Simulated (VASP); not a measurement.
Wanted: the native input for a VASP 6.6.1 run.

- Task: single point
- Functional: PBE
- Potentials or basis: VASP PAW PBE potentials, release 64 (W_sv, C)
- Cutoff: 520 eV
- k mesh: 18 × 18 × 16
- Occupations: gaussian, width 0.15 eV
- Spin: no spin polarisation
- Dipole correction: no
- Further INCAR settings: ALGO = Normal; EDIFF = 1e-06; NBANDS = 16

The structure of WC lies in POSCAR:

```
WC
1.0
    2.9005014360      0.0000000000      0.0000000000
   -1.4502507180      2.5119079273      0.0000000000
    0.0000000000      0.0000000000      2.8290000000
W C
1 1
Direct
    0.0000000000      0.0000000000      0.0000000000
    0.6970795036      0.3485397518      0.5228096277
```

This cell differs from its parent crystal: all C atoms moved -0.100 Å, as atom 2 towards its neighbour atom 1 (W) at 2.192 Å.

One way to write it, as run:

INCAR

```
ALGO = Normal
EDIFF = 1E-6
ENCUT = 520
GGA = PE
ISIF = 2
ISMEAR = 0
LASPH = T
LCHARG = T
LELF = T
LREAL = F
LVHAR = T
LWAVE = F
NBANDS = 16
NELM = 60
PREC = Accurate
SIGMA = 0.15
```

KPOINTS

```
k-points
0
Gamma
  18 18 16
```

Potentials or basis: VASP PAW PBE potentials, release 64 (W_sv, C).

Launch:

```bash
$ cat potpaw_PBE.64/W_sv/POTCAR potpaw_PBE.64/C/POTCAR > POTCAR
$ mpirun -np 1 vasp_std > vasp.out
```

It gave:

- Pressure: 11.5 GPa
- Largest force: 1.528 eV/Å
- Band gap on the k mesh: zero (band 9 reaches 11.77 eV, above the bottom of band 10 at 10.64 eV)

Caveat: the cell differs from its parent crystal (all C atoms moved -0.100 Å, as atom 2 towards its neighbour atom 1 (W) at 2.192 Å); spin-orbit coupling is left out, which moves the levels of the heavy elements; forces of over 1 eV/Å act on the atoms, so gaps and moduli don't describe the material at rest.

Run time: 2.9 min on 1 thread of Intel(R) Xeon(R) Platinum 8488C (Sapphire Rapids), on a shared host, peak memory 0.53 GiB.
